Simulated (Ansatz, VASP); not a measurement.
**One calculation of CoSi, two programs**

POSCAR

```
CoSi
1.0
    4.4689614087      0.0000000000      0.0000000000
    0.0000000000      4.4689614087      0.0000000000
    0.0000000000      0.0000000000      4.4689614087
Co Si
4 4
Direct
    0.1456935066      0.1456935066      0.1456935066
    0.3543064934      0.8543064934      0.6456935066
    0.6456935066      0.3543064934      0.8543064934
    0.8543064934      0.6456935066      0.3543064934
    0.8436267003      0.8436267003      0.8436267003
    0.6563732997      0.1563732997      0.3436267003
    0.3436267003      0.6563732997      0.1563732997
    0.1563732997      0.3436267003      0.6563732997
```

The input INCAR.step1:

```
SYSTEM = CoSi
PREC = Accurate
ENCUT = 520
ISMEAR = -1
SIGMA = 0.02
LREAL = .False.
LASPH = .True.
NELM = 100
NBANDS = 36
GGA = PE
ALGO = Normal
EDIFF = 1E-4
LWAVE = .True.
LCHARG = .False.
```

File INCAR.step2:

```
SYSTEM = CoSi
PREC = Accurate
ENCUT = 520
EDIFF = 1E-7
ISMEAR = -1
SIGMA = 0.02
LREAL = .False.
LASPH = .True.
NELM = 100
ALGO = Normal
ISIF = 2
LWAVE = .False.
LCHARG = .False.
METAGGA = R2SCAN
LMIXTAU = .True.
NBANDS = 36
ISTART = 1
```

The input KPOINTS:

```
regular mesh
0
Gamma
  6 6 6
  0 0 0
```

Input for Ansatz:

```yaml
crystal:
  lattice:
    - [4.4689614087, 0.0, 0.0]
    - [0.0, 4.4689614087, 0.0]
    - [0.0, 0.0, 4.4689614087]
  atoms:
    - { symbol: Co, position: [0.1456935066, 0.1456935066, 0.1456935066] }
    - { symbol: Co, position: [0.3543064934, 0.8543064934, 0.6456935066] }
    - { symbol: Co, position: [0.6456935066, 0.3543064934, 0.8543064934] }
    - { symbol: Co, position: [0.8543064934, 0.6456935066, 0.3543064934] }
    - { symbol: Si, position: [0.8436267003, 0.8436267003, 0.8436267003] }
    - { symbol: Si, position: [0.6563732997, 0.1563732997, 0.3436267003] }
    - { symbol: Si, position: [0.3436267003, 0.6563732997, 0.1563732997] }
    - { symbol: Si, position: [0.1563732997, 0.3436267003, 0.6563732997] }
kpoints:
  mp_grid: { grid: [6, 6, 6] }
hamiltonian:
  xc: r2scan
scf:
  occupations: { method: fermi_dirac, width: 0.02 }
  n_extra_bands: 6
output:
  forces: true
  stress: true
  eigenvalues: true
```

Alike in both runs: task single point; functional r2SCAN; k mesh 6 × 6 × 6; occupations fermi-dirac, width 0.02 eV; no spin polarisation.

|  | VASP | Ansatz |
| --- | --- | --- |
| version | VASP 6.6.1 | Ansatz 0.2.0 |
| potentials or method | VASP PAW PBE potentials, release 64 (Co, Si) | plane waves, PAW |
| plane-wave cutoff (eV) | 520 | 500 |
| valence electrons in the cell | 52 | 84 |

```tsv
	VASP	Ansatz	Ansatz less VASP
pressure (GPa)	-12.7	-12.8	-0.06
rms of the force components (eV/Å)	0.055	0.056	+0.0008
```

VASP's potentials were made for PBE, not for r2SCAN. Atom by atom the forces differ by 0.001 eV/Å (rms over components). The functional is the same, so the differences come from potentials, cutoffs and numerics. VASP's potentials hold 52 valence electrons a cell and Ansatz's 84, so a difference there can come from the potentials and not from the codes.
